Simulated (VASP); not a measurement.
# Mg3Zn in VASP: further runs

The runs below take Mg3Zn through single point, relaxation of the atoms, with LDA.

Everything below comes from runs of VASP 6.6.1. Logs are shortened: lines on timing, memory, paths and dates and some standing lists are left out, and cuts for length are marked.

**1. The cell of the first run**

The typed cell holds 4 atoms: a = 4.276 Å, b = 4.276 Å, c = 4.276 Å, α = 90.00°, β = 90.00°, γ = 90.00°.

**2. Single point, LDA**

INCAR reads:

```
SYSTEM = Mg3Zn
ALGO = Normal
EDIFF = 1E-6
ENCUT = 600
GGA = CA
GGA_COMPAT = .False.
ISIF = 2
ISMEAR = 1
LASPH = .True.
LCHARG = .False.
LREAL = .False.
LWAVE = .False.
NBANDS = 17
NELM = 120
PREC = Accurate
SIGMA = 0.05
```

KPOINTS reads:

```
k-points
0
Gamma
  4 4 4
  0 0 0
```

POSCAR reads:

```
Mg3Zn
1.0
    4.2755170000      0.0000000000      0.0000000000
    0.0000000000      4.2755170000      0.0000000000
    0.0000000000      0.0000000000      4.2755170000
Mg Zn
3 1
Direct
    0.4979450973      0.5070139857     -0.0007416154
    0.4978110523      0.0066986691      0.4994221536
   -0.0022833369      0.5067234535      0.4986009598
   -0.0021711252      0.0071117432     -0.0008729424
```

Potentials or basis: VASP PAW LDA potentials, release 64 (Mg, Zn).

The run is started by

```bash
$ cat potpaw_LDA.64/Mg/POTCAR potpaw_LDA.64/Zn/POTCAR > POTCAR
$ mpirun -np 1 vasp_std > vasp.out
```

OUTCAR:

```text
SYSTEM = Mg3Zn
   EDIFF = 1E-6
   ENCUT = 600
   GGA = CA
   ISIF = 2
   ISMEAR = 1
   LASPH = .True.
   LREAL = .False.
   NELM = 120
   PREC = Accurate

 ion  position               nearest neighbor table
   1  0.498  0.507  0.999-   3 3.02   2 3.02   3 3.02   4 3.02   2 3.02   4 3.02   4 3.02   2 3.02
                             4 3.02   3 3.02   2 3.02   3 3.03
   2  0.498  0.007  0.499-   1 3.02   4 3.02   4 3.02   1 3.02   3 3.02   3 3.02   3 3.02   3 3.02
                             1 3.02   4 3.02   4 3.02   1 3.02
   3  0.998  0.507  0.499-   4 3.02   1 3.02   1 3.02   4 3.02   2 3.02   2 3.02   2 3.02   2 3.02
                             4 3.02   1 3.02   1 3.03   4 3.03
   4  0.998  0.007  0.999-   3 3.02   2 3.02   2 3.02   1 3.02   3 3.02   1 3.02   1 3.02   3 3.02
                             1 3.02   2 3.02   2 3.02   3 3.03

  LATTYP: Found a simple cubic cell.
 ALAT       =     4.2755170000

  Lattice vectors:

 A1 = (   4.2755170000,   0.0000000000,   0.0000000000)
 A2 = (   0.0000000000,   4.2755170000,   0.0000000000)
 A3 = (   0.0000000000,   0.0000000000,   4.2755170000)

Analysis of symmetry for initial positions (statically):
=====================================================================
 Subroutine PRICEL returns:
 Original cell was already a primitive cell.

 Routine SETGRP: Setting up the symmetry group for a
 simple cubic supercell.

 Subroutine GETGRP returns: Found  1 space group operations
 (whereof  1 operations were pure point group operations)
 out of a pool of 48 trial point group operations.

The static configuration has the point symmetry C_1 .

Analysis of symmetry for dynamics (positions and initial velocities):
=====================================================================
 Subroutine PRICEL returns:
 Original cell was already a primitive cell.

 Routine SETGRP: Setting up the symmetry group for a
 simple cubic supercell.

 Subroutine GETGRP returns: Found  1 space group operations
 (whereof  1 operations were pure point group operations)
 out of a pool of 48 trial point group operations.

The dynamic configuration has the point symmetry C_1 .

 Subroutine INISYM returns: Found  1 space group operations
 (whereof  1 operations are pure point group operations),
 and found     1 'primitive' translations

----------------------------------------------------------------------------------------

                                     Primitive cell

  volume of cell :      78.1566

  direct lattice vectors                    reciprocal lattice vectors
     4.275517000  0.000000000  0.000000000     0.233889843  0.000000000  0.000000000
     0.000000000  4.275517000  0.000000000     0.000000000  0.233889843  0.000000000
     0.000000000  0.000000000  4.275517000     0.000000000  0.000000000  0.233889843

  length of vectors
     4.275517000  4.275517000  4.275517000     0.233889843  0.233889843  0.233889843

  position of ions in fractional coordinates (direct lattice)
     0.497945097  0.507013986  0.999258385
     0.497811052  0.006698669  0.499422154
     0.997716663  0.506723454  0.498600960
     0.997828875  0.007111743  0.999127058

  ion indices of the primitive-cell ions
   primitive index   ion index
                 1           1
                 2           2
                 3           3
                 4           4

----------------------------------------------------------------------------------------

 KPOINTS: k-points

Automatic generation of k-mesh.
 Grid dimensions read from file:
 generate k-points for:    4    4    4

 Generating k-lattice:

  Cartesian coordinates                     Fractional coordinates (reciprocal lattice)
     0.058472461  0.000000000  0.000000000     0.250000000  0.000000000  0.000000000
     0.000000000  0.058472461  0.000000000     0.000000000  0.250000000  0.000000000
     0.000000000  0.000000000  0.058472461     0.000000000  0.000000000  0.250000000

  Length of vectors
     0.058472461  0.058472461  0.058472461

  Shift w.r.t. Gamma in fractional coordinates (k-lattice)
     0.000000000  0.000000000  0.000000000

 Subroutine IBZKPT returns following result:
 ===========================================

 Found     36 irreducible k-points:

 Following reciprocal coordinates:
            Coordinates               Weight
  0.000000  0.000000  0.000000      1.000000
  0.250000  0.000000  0.000000      2.000000
  0.000000  0.250000  0.000000      2.000000
  0.000000  0.000000  0.250000      2.000000
  0.500000  0.000000  0.000000      1.000000
  0.000000  0.500000  0.000000      1.000000
[... 16 lines left out ...]
  0.250000  0.250000  0.250000      2.000000
 -0.250000  0.250000  0.250000      2.000000
 [... further k-points ...]
   k-points           NKPTS =     36   k-points in BZ     NKDIM =     36   number of bands    NBANDS=     17
   number of dos      NEDOS =    301   number of ions     NIONS =      4
   total plane-waves  NPLWV =  46656
   dimension x,y,z NGX =    36 NGY =   36 NGZ =   36
   dimension x,y,z NGXF=    72 NGYF=   72 NGZF=   72
   ions per type =               3   1
   NGX,Y,Z   is equivalent  to a cutoff of  14.00, 14.00, 14.00 a.u.
   NGXF,Y,Z  is equivalent  to a cutoff of  28.00, 28.00, 28.00 a.u.
 SYSTEM =  Mg3Zn
   PREC   = accura    normal or accurate (medium, high low for compatibility)
   ISTART =      0    job   : 0-new  1-cont  2-samecut
   ICHARG =      2    charge: 1-file 2-atom 10-const
   ISPIN  =      1    spin polarized calculation?
   LNONCOLLINEAR =      F non collinear calculations
   LSORBIT =      F    spin-orbit coupling
   LASPH  =      T    aspherical Exc in radial PAW
   ENCUT  =  600.0 eV  44.10 Ry    6.64 a.u.   8.54  8.54  8.54*2*pi/ulx,y,z
   NELM   =    120;   NELMIN=  2; NELMDL= -5     # of ELM steps
   EDIFF  = 0.1E-05   stopping-criterion for ELM
   LREAL  =      F    real-space projection
   EDIFFG = 0.1E-04   stopping-criterion for IOM
   NSW    =      0    number of steps for IOM
   IBRION =     -1    ionic relax: 0-MD 1-quasi-New 2-CG
   NFREE  =      0    steps in history (QN), initial steepest desc. (CG)
   ISIF   =      2    stress and relaxation
   ISYM   =      2    0-nonsym 1-usesym 2-fastsym
   POTIM  = 0.5000    time-step for ionic-motion
   TEBEG  =    0.0;   TEEND  =   0.0 temperature during run
   PSTRESS=    0.0 pullay stress
   NELECT =      18.0000    total number of electrons
   NUPDOWN=      -1.0000    fix difference up-down
   EMIN   =  10.00;   EMAX   =-10.00  energy-range for DOS
   EFERMI =   0.00;   METHOD = LEGACY
   ISMEAR =     1;   SIGMA  =   0.05  broadening in eV -4-tet -1-fermi 0-gaus
   EFERMI_NEDOS =   21; number of points for ismear=-14 and -15
   IALGO  =     38    algorithm
   IMIX   =      4    mixing-type and parameters
     AMIX     =   0.40;   BMIX     =  1.00
     AMIX_MAG =   1.60;   BMIX_MAG =  1.00
  volume/ion in A,a.u.               =      19.54       131.86
  Fermi-wavevector in a.u.,A,eV,Ry     =   1.003484  1.896309 13.700791  1.006980
  Thomas-Fermi vector in A             =   2.136038
   LORBIT       =      0    0 simple, 1 ext, 2 COOP (PROOUT), +10 PAW based schemes
   GGA     = CA    functional components
   LHFCALC =     F    Hartree Fock is set to
   AEXX    =    0.0000 exact exchange contribution
   IVDW    =     0    specifies the selected vdW correction
   LEPSILON=     F    determine dielectric tensor
   LRPA    =     F    only Hartree local field effects (RPA)
 non-spin polarized calculation
 Methfessel and Paxton  Order N= 1 SIGMA  =   0.05
  energy-cutoff  :      600.00
  volume of cell :       78.16
 maximum number of plane-waves:      2624
 NGX is ok and might be reduce to    36
   NGX = 17   NGY = 17   NGZ = 17

 number of electron      18.0000004 magnetization

 Free energy of the ion-electron system (eV)
  ---------------------------------------------------
  ext. energy  EPLUGINS =         0.00000000
  ---------------------------------------------------
  free energy    TOTEN  =        -7.55481719 eV

  energy without entropy =       -7.55200866  energy(sigma->0) =       -7.55388102

 E-fermi :   2.9923     XC(G=0):  -9.5556

 val. band max:        2.9101700927   @ k =   0.5000   0.5000   0.2500
 cond. band min:       2.9929067176   @ k =   0.2500   0.5000   0.2500
 fundamental gap:      0.0827366249
 Fermi energy:         2.9922684831

 k-point     1 :       0.0000    0.0000    0.0000
  band No.  band energies     occupation
      1      -5.0799      2.00000
      2      -4.4195      2.00000
      3      -4.4195      2.00000
      4      -4.3557      2.00000
      5      -4.3557      2.00000
      6      -4.3557      2.00000
[... 9 lines left out ...]
     16      10.1584      0.00000
     17      10.1584      0.00000

 k-point     2 :       0.2500    0.0000    0.0000
  band No.  band energies     occupation
      1      -4.5956      2.00000
      2      -4.4136      2.00000
      3      -4.3705      2.00000
      4      -4.3705      2.00000
      5      -4.3648      2.00000
      6      -4.3539      2.00000
[... 9 lines left out ...]
     16       9.0170      0.00000
     17      10.5891      0.00000

 k-point     3 :       0.0000    0.2500    0.0000
  band No.  band energies     occupation
      1      -4.5956      2.00000
      2      -4.4136      2.00000
      3      -4.3705      2.00000
      4      -4.3705      2.00000
      5      -4.3648      2.00000
      6      -4.3539      2.00000
[... 9 lines left out ...]
     16       9.0170      0.00000
     17      10.5891      0.00000

 k-point     4 :       0.0000    0.0000    0.2500
  band No.  band energies     occupation
      1      -4.5956      2.00000
      2      -4.4136      2.00000
      3      -4.3705      2.00000
      4      -4.3705      2.00000
      5      -4.3648      2.00000
      6      -4.3539      2.00000
[... 9 lines left out ...]
     16       9.0171      0.00000
     17      10.5891      0.00000
[... 343 lines left out ...]
      1      -4.4699      2.00000
      2      -4.3919      2.00000
      3      -4.3785      2.00000
      4      -4.3785      2.00000
      5      -4.3046      2.00000
      6      -1.7163      2.00000
[... 9 lines left out ...]
     16       7.8378      0.00000
     17       8.2970      0.00000

 k-point    23 :       0.2500    0.2500    0.2500
  band No.  band energies     occupation
      1      -4.4173      2.00000
      2      -4.3914      2.00000
      3      -4.3914      2.00000
      4      -4.3629      2.00000
      5      -4.3629      2.00000
      6      -3.5303      2.00000
[... 9 lines left out ...]
     16       8.9966      0.00000
     17      11.7395      0.00000

 k-point    24 :      -0.2500    0.2500    0.2500
  band No.  band energies     occupation
      1      -4.4173      2.00000
      2      -4.3914      2.00000
      3      -4.3914      2.00000
      4      -4.3629      2.00000
      5      -4.3629      2.00000
      6      -3.5303      2.00000
[... 9 lines left out ...]
     16       8.9964      0.00000
     17      11.7393      0.00000

 [... further k-points ...]
[... 5 lines left out ...]
  --------------------------------------------------------------------------------------
  -------------------------------------------------------------------------------------
  Total       -0.8728448     -0.8716971     -0.8732805     -0.0000057      0.0000126     -0.0000131
  in kB      -17.8929396    -17.8694117    -17.9018715     -0.0001176      0.0002592     -0.0002677
  external PRESSURE =     -17.8880743 kB  Pullay stress =       0.0000000 kB

 VOLUME and BASIS-vectors are now :
 -----------------------------------------------------------------------------
  energy-cutoff  :      600.00
  volume of cell :       78.16
      direct lattice vectors                 reciprocal lattice vectors
     4.275517000  0.000000000  0.000000000     0.233889843  0.000000000  0.000000000
     0.000000000  4.275517000  0.000000000     0.000000000  0.233889843  0.000000000
     0.000000000  0.000000000  4.275517000     0.000000000  0.000000000  0.233889843

 POSITION                                       TOTAL-FORCE (eV/Angst)
 -----------------------------------------------------------------------------------
      2.12897      2.16775      4.27235        -0.002476     -0.002416     -0.004810
      2.12840      0.02864      2.13529        -0.000965      0.003735     -0.001999
      4.26575      2.16650      2.13178         0.003095      0.000856      0.007260
      4.26623      0.03041      4.27178         0.000347     -0.002175     -0.000451
 -----------------------------------------------------------------------------------
    total drift:                                0.000263     -0.000041      0.000174

  FREE ENERGIE OF THE ION-ELECTRON SYSTEM (eV)
  ---------------------------------------------------
  free  energy   TOTEN  =        -7.5548171945 eV

  energy  without entropy=       -7.5520086600  energy(sigma->0) =       -7.55388102
```

It took 28 s on 1 thread of Intel Xeon Platinum 8259CL at 2.50GHz (Skylake/Cascade Lake), shared host; peak memory 0.2 GiB.

Results:

* Free energy: -7.5548 eV
* Pressure: -1.8 GPa
* Largest force: 0.008 eV/Å
* Band gap on the k mesh: zero (bands 9 and 10 overlap by 3.28 eV)

Forces in eV/Å, atoms in the order of the input:
```
Mg  -0.002 -0.002 -0.005
Mg  -0.001  0.004 -0.002
Mg   0.003  0.001  0.007
Zn   0.000 -0.002  0.000
```

Caveat: the k points lie up to 0.37 Å⁻¹ apart, too coarse for converged energies and pressures of a metal.

**3. Relaxation of the atoms, LDA**

INCAR reads:

```
PREC = Accurate ; ENCUT = 520
EDIFF = 1E-7 ; ISMEAR = 1
SIGMA = 0.05 ; LREAL = F
LASPH = T ; NELM = 120
ALGO = Normal ; ISIF = 2
LWAVE = F ; LCHARG = F
GGA = CA ; IBRION = 2
NSW = 80 ; EDIFFG = -0.02
GGA_COMPAT = F ; NELMIN = 4
```

KPOINTS reads:

```
regular mesh
0
Gamma
  4 4 4
```

POSCAR reads:

```
Mg3Zn
1.0
    4.2755170000      0.0000000000      0.0000000000
    0.0000000000      4.2755170000      0.0000000000
    0.0000000000      0.0000000000      4.2755170000
Mg Zn
3 1
Direct
    0.5000000000      0.5000000000      0.0000000000
    0.5000000000      0.0000000000      0.5000000000
    0.0000000000      0.5000000000      0.5000000000
    0.0000000000      0.0000000000      0.0000000000
```

Potentials or basis: VASP PAW LDA potentials, release 64 (Mg, Zn).

The run is started by

```bash
$ cat potpaw_LDA.64/Mg/POTCAR potpaw_LDA.64/Zn/POTCAR > POTCAR
$ mpirun -np 1 vasp_std > vasp.out
```

Wall time 6.5 s (1 thread of Intel Xeon Platinum 8259CL at 2.50GHz (Skylake/Cascade Lake), shared host); peak memory 0.15 GiB.

It converged, with:

- Free energy: -7.5549 eV
- Pressure after relaxing: -1.8 GPa

Final structure:
```
CELL_PARAMETERS angstrom
4.27552 0.00000 0.00000
0.00000 4.27552 0.00000
0.00000 0.00000 4.27552
ATOMIC_POSITIONS crystal
Mg 0.50000 0.50000 0.00000
Mg 0.50000 0.00000 0.50000
Mg 0.00000 0.50000 0.50000
Zn 0.00000 0.00000 0.00000
```

Levels at points of the mesh, in eV from the Fermi level:
```
           k point  band 6  band 7  band 8  band 9  band 10  band 11  band 12  band 13
(0.00, 0.00, 0.00)   -7.35   -0.46   -0.46   -0.46    -0.41     1.60     1.60     7.07
(0.50, 0.00, 0.00)   -6.22   -5.69    1.19    1.19     1.74     1.89     1.89     2.69
(0.50, 0.50, 0.00)   -4.71   -3.70   -3.70   -3.44     2.72     3.28     4.01     4.01
(0.50, 0.50, 0.50)   -3.30   -2.10   -2.09   -2.09    -2.09    -0.93    -0.93    -0.93
```

Caveat: the k points lie up to 0.37 Å⁻¹ apart; the relaxation stopped at its first step, so nothing moved; the highest band is partly filled, so the run has too few bands.
